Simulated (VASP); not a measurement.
# Ti (Im-3m) in VASP: further runs, part 2 of 2

VASP 6.6.1. Earlier steps stand in the parts before.

**3. Single point, BLYP**

The input, INCAR:

```
PREC = Accurate ; ENCUT = 520
EDIFF = 1E-7 ; ISMEAR = 1
SIGMA = 0.1 ; LREAL = F
LASPH = T ; NELM = 80
ALGO = Normal ; ISIF = 2
LWAVE = F ; LCHARG = F
GGA = B5 ; ALDAX = 1.0
AGGAX = 1.0 ; AGGAC = 1.0
ALDAC = 0.0 ; NBANDS = 12
```

The input, KPOINTS:

```
regular mesh
0
Gamma
  12 12 12
```

The input, POSCAR:

```
Ti
1.0
   -1.6410000000      1.6410000000      1.6410000000
    1.6410000000     -1.6410000000      1.6410000000
    1.6410000000      1.6410000000     -1.6410000000
Ti
1
Direct
    0.0000000000      0.0000000000      0.0000000000
```

Potentials or basis: VASP PAW PBE potentials, release 64 (Ti_sv).

Launch:

```bash
$ cat potpaw_PBE.64/Ti_sv/POTCAR > POTCAR
$ mpirun -np 1 vasp_std > vasp.out
```

OUTCAR:

```text
PREC = Accurate
   ENCUT = 520
   EDIFF = 1E-7
   ISMEAR = 1
   LREAL = F
   LASPH = T
   NELM = 80
   ISIF = 2
   GGA = B5

 ion  position               nearest neighbor table
   1  0.000  0.000  0.000-

  LATTYP: Found a body centered cubic cell.
 ALAT       =     3.2820000000

  Lattice vectors:

 A1 = (  -1.6410000000,   1.6410000000,   1.6410000000)
 A2 = (   1.6410000000,  -1.6410000000,   1.6410000000)
 A3 = (   1.6410000000,   1.6410000000,  -1.6410000000)

Analysis of symmetry for initial positions (statically):
=====================================================================
 Subroutine PRICEL returns:
 Original cell was already a primitive cell.

 Routine SETGRP: Setting up the symmetry group for a
 body centered cubic supercell.

 Subroutine GETGRP returns: Found 48 space group operations
 (whereof 48 operations were pure point group operations)
 out of a pool of 48 trial point group operations.

The static configuration has the point symmetry O_h .

Analysis of symmetry for dynamics (positions and initial velocities):
=====================================================================
 Subroutine PRICEL returns:
 Original cell was already a primitive cell.

 Routine SETGRP: Setting up the symmetry group for a
 body centered cubic supercell.

 Subroutine GETGRP returns: Found 48 space group operations
 (whereof 48 operations were pure point group operations)
 out of a pool of 48 trial point group operations.

The dynamic configuration has the point symmetry O_h .

 Subroutine INISYM returns: Found 48 space group operations
 (whereof 48 operations are pure point group operations),
 and found     1 'primitive' translations

----------------------------------------------------------------------------------------

                                     Primitive cell

[... 108 lines left out ...]
     AMIX_MAG =   1.60;   BMIX_MAG =  1.00
  volume/ion in A,a.u.               =      17.68       119.28
  Fermi-wavevector in a.u.,A,eV,Ry     =   1.438821  2.718977 28.166848  2.070205
  Thomas-Fermi vector in A             =   2.557745
   LORBIT       =      0    0 simple, 1 ext, 2 COOP (PROOUT), +10 PAW based schemes
   GGA     = B5    functional components
   LHFCALC =     F    Hartree Fock is set to
   AEXX    =    0.0000 exact exchange contribution
   IVDW    =     0    specifies the selected vdW correction
   LEPSILON=     F    determine dielectric tensor
   LRPA    =     F    only Hartree local field effects (RPA)
 non-spin polarized calculation
 Methfessel and Paxton  Order N= 1 SIGMA  =   0.10
  energy-cutoff  :      520.00
  volume of cell :       17.68
 maximum number of plane-waves:       490
 NGX is ok and might be reduce to    24
   NGX = 11   NGY = 11   NGZ = 11

 number of electron      12.0000001 magnetization

 Free energy of the ion-electron system (eV)
  ---------------------------------------------------
  ext. energy  EPLUGINS =         0.00000000
  ---------------------------------------------------
  free energy    TOTEN  =        -6.66511610 eV

  energy without entropy =       -6.66538685  energy(sigma->0) =       -6.66520635

 E-fermi :   8.3809     XC(G=0): -10.8760

 val. band max:        8.3416326328   @ k =   0.2500   0.2500   0.0000
 cond. band min:       8.3858466237   @ k =   0.2500   0.0833   0.0000
 fundamental gap:      0.0442139909
 Fermi energy:         8.3809457697

 k-point     1 :       0.0000    0.0000    0.0000
  band No.  band energies     occupation
      1     -47.9620      2.00000
      2     -24.0054      2.00000
      3     -24.0054      2.00000
      4     -24.0054      2.00000
      5       2.6419      2.00000
      6       9.2735     -0.00000
      7       9.2735     -0.00000
      8       9.2735     -0.00000
      9      10.9785      0.00000
     10      10.9785      0.00000
     11      25.8378      0.00000
     12      25.8378      0.00000
[... 331 lines left out ...]
 k-point    24 :       0.4167    0.0833    0.0833
  band No.  band energies     occupation
      1     -47.8344      2.00000
      2     -24.6014      2.00000
      3     -24.2367      2.00000
      4     -24.0504      2.00000
      5       6.3899      2.00000
      6       7.8526      2.00000
      7       9.0704     -0.00000
      8      11.0534      0.00000
      9      11.3102      0.00000
     10      13.3804      0.00000
     11      16.8701      0.00000
     12      21.1598      0.00000

 [... further k-points ...]
[... 5 lines left out ...]
  --------------------------------------------------------------------------------------
  -------------------------------------------------------------------------------------
  Total       -0.0522001     -0.0522001     -0.0522001      0.0000000     -0.0000000      0.0000000
  in kB       -4.7314668     -4.7314668     -4.7314668      0.0000000     -0.0000000      0.0000000
  external PRESSURE =      -4.7314668 kB  Pullay stress =       0.0000000 kB

 VOLUME and BASIS-vectors are now :
 -----------------------------------------------------------------------------
  energy-cutoff  :      520.00
  volume of cell :       17.68
      direct lattice vectors                 reciprocal lattice vectors
    -1.641000000  1.641000000  1.641000000     0.000000000  0.304692261  0.304692261
     1.641000000 -1.641000000  1.641000000     0.304692261  0.000000000  0.304692261
     1.641000000  1.641000000 -1.641000000     0.304692261  0.304692261  0.000000000

 POSITION                                       TOTAL-FORCE (eV/Angst)
 -----------------------------------------------------------------------------------
      0.00000      0.00000      0.00000         0.000000     -0.000000      0.000000
 -----------------------------------------------------------------------------------
    total drift:                               -0.000000      0.000000      0.000000

  FREE ENERGIE OF THE ION-ELECTRON SYSTEM (eV)
  ---------------------------------------------------
  free  energy   TOTEN  =        -6.6651160976 eV

  energy  without entropy=       -6.6653868455  energy(sigma->0) =       -6.66520635
```

Wall time 8.6 s (1 thread of Intel Xeon Platinum 8481C at 2.70GHz (Sapphire Rapids), shared host); peak memory 0.14 GiB.

What came out:

| Property | Result |
| --- | --- |
| Free energy | -6.6651 eV |
| Pressure | -0.5 GPa |
| Band gap on the k mesh | zero (band 6 reaches 9.27 eV, above the bottom of band 7 at 7.80 eV) |

Caveat: the PAW data sets were made with another functional, which shifts forces and pressure a little.

**4. Single point, LDA**

The input, INCAR:

```
SYSTEM = Ti
ALGO     = Normal         ! electronic algorithm
EDIFF    = 1E-6           ! SCF threshold, eV
ENCUT    = 520            ! plane-wave cutoff, eV
ISIF     = 2              ! what is computed and relaxed
ISMEAR   = 1              ! smearing method
LASPH    = .TRUE.         ! aspherical terms in the spheres
LCHARG   = .FALSE.        ! write CHGCAR
LREAL    = .FALSE.        ! projectors in reciprocal space
LWAVE    = .FALSE.        ! write WAVECAR
NBANDS   = 12             ! bands
NELM     = 80             ! most SCF steps
PREC     = Accurate       ! precision mode
SIGMA    = 0.1            ! smearing width, eV
```

The input, KPOINTS:

```
k-points
0
G
  12 12 12
  0 0 0
```

POSCAR is that of step 3.

Potentials or basis: VASP PAW LDA potentials, release 64 (Ti_sv).

Launch:

```bash
$ cat potpaw_LDA.64/Ti_sv/POTCAR > POTCAR
$ mpirun -np 1 vasp_std > vasp.out
```

Run time: 5.2 s. Hardware: 1 thread of Intel Xeon Platinum 8481C at 2.70GHz (Sapphire Rapids), shared host; peak memory 0.13 GiB.

The run converged. Its results:

- Free energy: -8.3942 eV
- Pressure: -11.2 GPa
- Band gap on the k mesh: zero (band 6 reaches 8.60 eV, above the bottom of band 7 at 7.08 eV)

Levels at points of the mesh, in eV from the Fermi level:
| k point | band 2 | band 3 | band 4 | band 5 | band 6 | band 7 | band 8 | band 9 | band 10 | band 11 |
| --- | --- | --- | --- | --- | --- | --- | --- | --- | --- | --- |
| (0.00, 0.00, 0.00) | -32.12 | -32.12 | -32.12 | -5.86 | 0.92 | 0.92 | 0.92 | 2.65 | 2.65 | 17.35 |
| (0.50, 0.00, 0.00) | -32.78 | -32.33 | -32.13 | -2.43 | -0.43 | 1.17 | 2.63 | 2.98 | 4.15 | 8.57 |
| (0.50, 0.50, 0.50) | -32.58 | -32.58 | -32.58 | -2.06 | -2.06 | 3.81 | 3.81 | 3.81 | 8.23 | 8.23 |

**5. Overview**

| level | potentials or basis | gap on the mesh (eV) | pressure (GPa) |
| --- | --- | --- | --- |
| PBEsol | VASP PAW PBE potentials, release 64 (Ti_sv) | none | -7.2 |
| BLYP | VASP PAW PBE potentials, release 64 (Ti_sv) | none | -0.5 |
| LDA | VASP PAW LDA potentials, release 64 (Ti_sv) | none | -11.2 |

Alike in all rows: task single point; no spin polarisation; cell as given; k mesh 12 × 12 × 12; cutoff (eV) 520; smearing methfessel-paxton 0.1 eV.

Caveats: the PAW data sets were made with another functional, which shifts forces and pressure a little (some runs).

Absolute energies hang on the potentials; compare differences alone.
